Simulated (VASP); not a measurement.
# Zr2Mo (P-3m1) in VASP: single point with PBE

Aim: the single point of Zr2Mo with PBE.

All numbers are computed with VASP 6.6.1; they aren't measurements. Logs are shortened: lines on timing, memory, paths and dates and some standing lists are left out, and cuts for length are marked.

## (1) The cell of the first run

It takes space group P-3m1 (No. 164, trigonal). Conventional cell: a = 4.706 Å, b = 4.706 Å, c = 3.129 Å, α = 90.00°, β = 90.00°, γ = 120.00°. Zr (site symmetry 3m) has 6 Mo at 2.86 to 3.52 Å and 8 Zr at 3.03 to 3.25 Å within 3.8 Å. Mo (site symmetry -3m) has 12 Zr at 2.86 to 3.52 Å and 2 Mo at 3.13 Å within 3.8 Å.

## (2) Single point, PBE

File INCAR:

```
  PREC = Accurate
  ENCUT = 520
  EDIFF = 1E-7
  ISMEAR = 0
  SIGMA = 0.1
  LREAL = False
  LASPH = True
  NELM = 100
  ALGO = Fast
  ISIF = 2
  LWAVE = False
  LCHARG = False
  GGA = PE
  NBANDS = 26
```

File KPOINTS:

```
Automatic mesh
0
Gamma
  12 12 14
```

File POSCAR:

```
Zr2Mo
1.0
    4.7060267697      0.0000000000      0.0000000000
   -2.3530133849      4.0755387334      0.0000000000
    0.0000000000      0.0000000000      3.1288676564
Zr Mo
2 1
Direct
    0.3333333333      0.6666666667      0.2841354215
    0.6666666667      0.3333333333      0.7158645785
    0.0000000000      0.0000000000      0.0000000000
```

Potentials or basis: VASP PAW PBE potentials, release 64 (Zr_sv, Mo_sv).

The run is started by

```
$ cat potpaw_PBE.64/Zr_sv/POTCAR potpaw_PBE.64/Mo_sv/POTCAR > POTCAR
$ mpirun -np 1 vasp_std > vasp.out
```

OUTCAR:

```text
PREC = Accurate
   ENCUT = 520
   EDIFF = 1E-7
   ISMEAR = 0
   LREAL = False
   LASPH = True
   NELM = 100
   ISIF = 2
   GGA = PE

 ion  position               nearest neighbor table
   1  0.333  0.667  0.284-   3 2.86   3 2.86   3 2.86   2 3.03   2 3.03   2 3.03   2 3.25   2 3.25
                             2 3.25   3 3.52   3 3.52   3 3.52
   2  0.667  0.333  0.716-   3 2.86   3 2.86   3 2.86   1 3.03   1 3.03   1 3.03   1 3.25   1 3.25
                             1 3.25   3 3.52   3 3.52   3 3.52
   3  0.000  0.000  0.000-   1 2.86   2 2.86   1 2.86   2 2.86   2 2.86   1 2.86   2 3.52   1 3.52
                             1 3.52   2 3.52   2 3.52   1 3.52

  LATTYP: Found a hexagonal cell.
 ALAT       =     4.7060267697
 C/A-ratio  =     0.6648639733

  Lattice vectors:

 A1 = (   4.7060267697,   0.0000000000,   0.0000000000)
 A2 = (  -2.3530133849,   4.0755387334,   0.0000000000)
 A3 = (   0.0000000000,   0.0000000000,   3.1288676564)

Analysis of symmetry for initial positions (statically):
=====================================================================
 Subroutine PRICEL returns:
 Original cell was already a primitive cell.

 Routine SETGRP: Setting up the symmetry group for a
 hexagonal supercell.

 Subroutine GETGRP returns: Found 12 space group operations
 (whereof 12 operations were pure point group operations)
 out of a pool of 24 trial point group operations.

The static configuration has the point symmetry D_3d.

Analysis of symmetry for dynamics (positions and initial velocities):
=====================================================================
 Subroutine PRICEL returns:
 Original cell was already a primitive cell.

 Routine SETGRP: Setting up the symmetry group for a
 hexagonal supercell.

 Subroutine GETGRP returns: Found 12 space group operations
 (whereof 12 operations were pure point group operations)
 out of a pool of 24 trial point group operations.

The dynamic configuration has the point symmetry D_3d.

 Subroutine INISYM returns: Found 12 space group operations
 (whereof 12 operations are pure point group operations),
 and found     1 'primitive' translations

----------------------------------------------------------------------------------------

                                     Primitive cell

  volume of cell :      60.0104

  direct lattice vectors                    reciprocal lattice vectors
     4.706026770  0.000000000  0.000000000     0.212493479  0.122683167  0.000000000
    -2.353013385  4.075538733  0.000000000     0.000000000  0.245366334  0.000000000
     0.000000000  0.000000000  3.128867656     0.000000000  0.000000000  0.319604442

  length of vectors
     4.706026770  4.706026770  3.128867656     0.245366334  0.245366334  0.319604442

  position of ions in fractional coordinates (direct lattice)
     0.333333333  0.666666667  0.284135421
     0.666666667  0.333333333  0.715864579
     0.000000000  0.000000000  0.000000000

  ion indices of the primitive-cell ions
   primitive index   ion index
                 1           1
                 2           2
                 3           3

----------------------------------------------------------------------------------------

 KPOINTS: Automatic mesh

Automatic generation of k-mesh.
 Grid dimensions read from file:
 generate k-points for:   12   12   14

 Generating k-lattice:

  Cartesian coordinates                     Fractional coordinates (reciprocal lattice)
     0.017707790  0.010223597  0.000000000     0.083333333 -0.000000000  0.000000000
     0.000000000  0.020447195  0.000000000     0.000000000  0.083333333  0.000000000
     0.000000000  0.000000000  0.022828889     0.000000000  0.000000000  0.071428571

  Length of vectors
     0.020447195  0.020447195  0.022828889

  Shift w.r.t. Gamma in fractional coordinates (k-lattice)
     0.000000000  0.000000000  0.000000000

 Subroutine IBZKPT returns following result:
 ===========================================

 Found    224 irreducible k-points:

 Following reciprocal coordinates:
            Coordinates               Weight
  0.000000  0.000000  0.000000      1.000000
  0.083333  0.000000  0.000000      6.000000
  0.166667  0.000000  0.000000      6.000000
  0.250000  0.000000  0.000000      6.000000
  0.333333  0.000000  0.000000      6.000000
  0.416667  0.000000  0.000000      6.000000
[... 16 lines left out ...]
  0.166667  0.000000  0.071429      6.000000
  0.000000  0.166667  0.071429      6.000000
 [... further k-points ...]
   k-points           NKPTS =    224   k-points in BZ     NKDIM =    224   number of bands    NBANDS=     26
   number of dos      NEDOS =    301   number of ions     NIONS =      3
   total plane-waves  NPLWV =  31104
   dimension x,y,z NGX =    36 NGY =   36 NGZ =   24
   dimension x,y,z NGXF=    72 NGYF=   72 NGZF=   48
   ions per type =               2   1
   NGX,Y,Z   is equivalent  to a cutoff of  12.72, 12.72, 12.75 a.u.
   NGXF,Y,Z  is equivalent  to a cutoff of  25.43, 25.43, 25.50 a.u.
 SYSTEM =  unknown system
   PREC   = accura    normal or accurate (medium, high low for compatibility)
   ISTART =      0    job   : 0-new  1-cont  2-samecut
   ICHARG =      2    charge: 1-file 2-atom 10-const
   ISPIN  =      1    spin polarized calculation?
   LNONCOLLINEAR =      F non collinear calculations
   LSORBIT =      F    spin-orbit coupling
   LASPH  =      T    aspherical Exc in radial PAW
   ENCUT  =  520.0 eV  38.22 Ry    6.18 a.u.   8.75  8.75  5.82*2*pi/ulx,y,z
   NELM   =    100;   NELMIN=  2; NELMDL= -5     # of ELM steps
   EDIFF  = 0.1E-06   stopping-criterion for ELM
   LREAL  =      F    real-space projection
   EDIFFG = 0.1E-05   stopping-criterion for IOM
   NSW    =      0    number of steps for IOM
   IBRION =     -1    ionic relax: 0-MD 1-quasi-New 2-CG
   NFREE  =      0    steps in history (QN), initial steepest desc. (CG)
   ISIF   =      2    stress and relaxation
   ISYM   =      2    0-nonsym 1-usesym 2-fastsym
   POTIM  = 0.5000    time-step for ionic-motion
   TEBEG  =    0.0;   TEEND  =   0.0 temperature during run
   PSTRESS=    0.0 pullay stress
   NELECT =      38.0000    total number of electrons
   NUPDOWN=      -1.0000    fix difference up-down
   EMIN   =  10.00;   EMAX   =-10.00  energy-range for DOS
   EFERMI =   0.00;   METHOD = LEGACY
   ISMEAR =     0;   SIGMA  =   0.10  broadening in eV -4-tet -1-fermi 0-gaus
   EFERMI_NEDOS =   21; number of points for ismear=-14 and -15
   IALGO  =     68    algorithm
   IMIX   =      4    mixing-type and parameters
     AMIX     =   0.40;   BMIX     =  1.00
     AMIX_MAG =   1.60;   BMIX_MAG =  1.00
  volume/ion in A,a.u.               =      20.00       134.99
  Fermi-wavevector in a.u.,A,eV,Ry     =   1.405812  2.656599 26.889284  1.976307
  Thomas-Fermi vector in A             =   2.528235
   LORBIT       =      0    0 simple, 1 ext, 2 COOP (PROOUT), +10 PAW based schemes
   GGA     = PE    functional components
   LHFCALC =     F    Hartree Fock is set to
   AEXX    =    0.0000 exact exchange contribution
   IVDW    =     0    specifies the selected vdW correction
   LEPSILON=     F    determine dielectric tensor
   LRPA    =     F    only Hartree local field effects (RPA)
 non-spin polarized calculation
 RMM-DIIS sequential band-by-band and
 Gauss-broadening in eV      SIGMA  =   0.10
  energy-cutoff  :      520.00
  volume of cell :       60.01
 maximum number of plane-waves:      1638
 NGX is ok and might be reduce to    36
   NGX = 17   NGY = 17   NGZ = 11

 number of electron      38.0000002 magnetization

 Free energy of the ion-electron system (eV)
  ---------------------------------------------------
  ext. energy  EPLUGINS =         0.00000000
  ---------------------------------------------------
  free energy    TOTEN  =       -27.88742740 eV

  energy without entropy =      -27.87167475  energy(sigma->0) =      -27.87955108

 E-fermi :   9.8497     XC(G=0): -11.8518

 val. band max:        9.8492486727   @ k =  -0.1667   0.4167   0.2857
 cond. band min:       9.8535141559   @ k =   0.1667   0.0833   0.3571
 fundamental gap:      0.0042654832
 Fermi energy:         9.8496814091

 k-point     1 :       0.0000    0.0000    0.0000
  band No.  band energies     occupation
      1     -50.2782      2.00000
      2     -38.4414      2.00000
      3     -38.2479      2.00000
      4     -24.3863      2.00000
      5     -24.3863      2.00000
      6     -24.2885      2.00000
[... 18 lines left out ...]
     25      13.2349      0.00000
     26      13.2349      0.00000

 k-point     2 :       0.0833    0.0000    0.0000
  band No.  band energies     occupation
      1     -50.2782      2.00000
      2     -38.4387      2.00000
      3     -38.2509      2.00000
      4     -24.3867      2.00000
      5     -24.3855      2.00000
      6     -24.2886      2.00000
[... 18 lines left out ...]
     25      13.0899      0.00000
     26      13.1956      0.00000

 k-point     3 :       0.1667    0.0000    0.0000
  band No.  band energies     occupation
      1     -50.2781      2.00000
      2     -38.4308      2.00000
      3     -38.2596      2.00000
      4     -24.3879      2.00000
      5     -24.3833      2.00000
      6     -24.2891      2.00000
[... 18 lines left out ...]
     25      12.7438      0.00000
     26      13.1355      0.00000

 k-point     4 :       0.2500    0.0000    0.0000
  band No.  band energies     occupation
      1     -50.2780      2.00000
      2     -38.4184      2.00000
      3     -38.2730      2.00000
      4     -24.3896      2.00000
      5     -24.3801      2.00000
      6     -24.2898      2.00000
[... 18 lines left out ...]
     25      12.3570      0.00000
     26      13.1313      0.00000
[... 496 lines left out ...]
      1     -50.2771      2.00000
      2     -38.4336      2.00000
      3     -38.2498      2.00000
      4     -24.3851      2.00000
      5     -24.3840      2.00000
      6     -24.3018      2.00000
[... 18 lines left out ...]
     25      13.1356      0.00000
     26      13.1413      0.00000

 k-point    23 :       0.1667    0.0000    0.0714
  band No.  band energies     occupation
      1     -50.2770      2.00000
      2     -38.4259      2.00000
      3     -38.2582      2.00000
      4     -24.3864      2.00000
      5     -24.3818      2.00000
      6     -24.3023      2.00000
[... 18 lines left out ...]
     25      12.6934      0.00000
     26      13.1553      0.00000

 k-point    24 :       0.0000    0.1667    0.0714
  band No.  band energies     occupation
      1     -50.2770      2.00000
      2     -38.4259      2.00000
      3     -38.2583      2.00000
      4     -24.3863      2.00000
      5     -24.3818      2.00000
      6     -24.3023      2.00000
[... 18 lines left out ...]
     25      12.8745      0.00000
     26      13.0654      0.00000

 [... further k-points ...]

------------------------ aborting loop because EDIFF is reached ----------------------------------------

  FORCE on cell =-STRESS in cart. coord.  units (eV):
  Direction    XX          YY          ZZ          XY          YZ          ZX
  --------------------------------------------------------------------------------------
  -------------------------------------------------------------------------------------
  Total        0.0469217      0.0469217      0.0318936     -0.0000000      0.0000000      0.0000000
  in kB        1.2527316      1.2527316      0.8515066     -0.0000000      0.0000000      0.0000000
  external PRESSURE =       1.1189899 kB  Pullay stress =       0.0000000 kB

 VOLUME and BASIS-vectors are now :
 -----------------------------------------------------------------------------
  energy-cutoff  :      520.00
  volume of cell :       60.01
      direct lattice vectors                 reciprocal lattice vectors
     4.706026770  0.000000000  0.000000000     0.212493479  0.122683167  0.000000000
    -2.353013385  4.075538733  0.000000000     0.000000000  0.245366334  0.000000000
     0.000000000  0.000000000  3.128867656     0.000000000  0.000000000  0.319604442

 POSITION                                       TOTAL-FORCE (eV/Angst)
 -----------------------------------------------------------------------------------
     -0.00000      2.71703      0.88902         0.000000     -0.000000      0.000251
      2.35301      1.35851      2.23985        -0.000000      0.000000     -0.000251
      0.00000      0.00000      0.00000        -0.000000      0.000000      0.000000
 -----------------------------------------------------------------------------------
    total drift:                               -0.000000      0.000000     -0.000000

  FREE ENERGIE OF THE ION-ELECTRON SYSTEM (eV)
  ---------------------------------------------------
  free  energy   TOTEN  =       -27.8874273952 eV

  energy  without entropy=      -27.8716747549  energy(sigma->0) =      -27.87955108
```

Run time: 4.8 min. Hardware: 1 thread of Intel Xeon 6975P-C (Granite Rapids), shared host; peak memory 0.41 GiB.

What came out:

| Item | Value |
| --- | --- |
| Free energy | -27.8874 eV |
| Pressure | 0.1 GPa |
| Band gap on the k mesh | zero (bands 19 and 20 overlap by 1.44 eV) |

Levels at points of the mesh, in eV from the Fermi level:
```
           k point  band 15  band 16  band 17  band 18  band 19  band 20  band 21  band 22  band 23  band 24
(0.00, 0.00, 0.00)    -1.63    -0.90    -0.90    -0.42    -0.42     0.19     0.19     1.46     2.54     2.54
(0.50, 0.00, 0.00)    -3.06    -1.32    -0.99    -0.87     0.16     0.68     1.20     2.00     2.35     2.45
(0.00, 0.00, 0.50)    -2.13    -1.59    -1.22    -1.22    -1.01    -1.01     3.06     3.06     3.72     4.85
(0.50, 0.00, 0.50)    -1.85    -1.53    -1.38    -0.99    -0.91     0.77     1.66     2.44     2.98     3.18
```
